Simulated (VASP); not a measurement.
Write the native input for VASP 6.6.1 that does the following.

- Task: relaxation of cell and atoms
- Functional: PBE
- Potentials or basis: VASP PAW PBE potentials, release 64 (Mg, B, C)
- Cutoff: 600 eV
- k mesh: 4 × 4 × 6
- Occupations: gaussian, width 0.1 eV
- Spin: no spin polarisation
- Dipole correction: no
- Further INCAR settings: ALGO = Normal; EDIFF = 1e-06; IBRION = 2; EDIFFG = -0.04; NSW = 90; ISIF = 3

The structure of MgB4C lies in POSCAR:

```
MgB4C
1.0
    2.8554661400     -3.0296650600      0.0000000000
    2.8554661400      3.0296650600      0.0000000000
    0.0000000000      0.0000000000      3.3818994100
Mg B C
1 4 1
Direct
    0.0000000000      0.0000000000      0.5000000000
    0.7317628500      0.2682371500      0.7627508300
    0.2682371500      0.7317628500      0.7627508300
    0.7317628500      0.2682371500      0.2372491700
    0.2682371500      0.7317628500      0.2372491700
    0.0000000000      0.0000000000      0.0000000000
```

The input as run:

INCAR

```
SYSTEM = MgB4C
PREC = Accurate ; ENCUT = 600
EDIFF = 1E-6 ; ISMEAR = 0
SIGMA = 0.1 ; LREAL = .FALSE.
LASPH = .TRUE. ; NELM = 80
ALGO = Normal ; ISIF = 3
LWAVE = .FALSE. ; LCHARG = .FALSE.
GGA = PE ; IBRION = 2
NSW = 90 ; EDIFFG = -0.04
```

KPOINTS

```
regular mesh
0
G
  4 4 6
  0 0 0
```

Potentials or basis: VASP PAW PBE potentials, release 64 (Mg, B, C).

The run is started by

```sh
$ cat potpaw_PBE.64/Mg/POTCAR potpaw_PBE.64/B/POTCAR potpaw_PBE.64/C/POTCAR > POTCAR
$ mpirun -np 1 vasp_std > vasp.out
```

Results of the run:

```json
{
  "Relaxed volume": "8.15 Å³/atom",
  "Relaxed cell": "a = 3.035 Å, b = 3.035 Å, c = 6.162 Å, α = 90.00°, β = 90.00°, γ = 120.54°",
  "Space group after relaxing (to 0.05 Å)": "P6/mmm (No. 191)",
  "Energy gained by relaxing": "1126.6 meV/atom",
  "Ionic steps": "82",
  "Pressure after relaxing": "-0.2 GPa",
  "Largest force after relaxing": "0.020 eV/Å",
  "Band gap on the k mesh": "zero (band 9 reaches 7.42 eV, above the bottom of band 10 at 5.27 eV)"
}
```

Caveat: the k points lie up to 0.60 Å⁻¹ apart in the final cell; the volume moved by over 15 % at a fixed basis, so the end points are rough.

Run time: 10 min on 1 thread of Intel(R) Xeon(R) Platinum 8488C (Sapphire Rapids), on a shared host, peak memory 0.23 GiB.
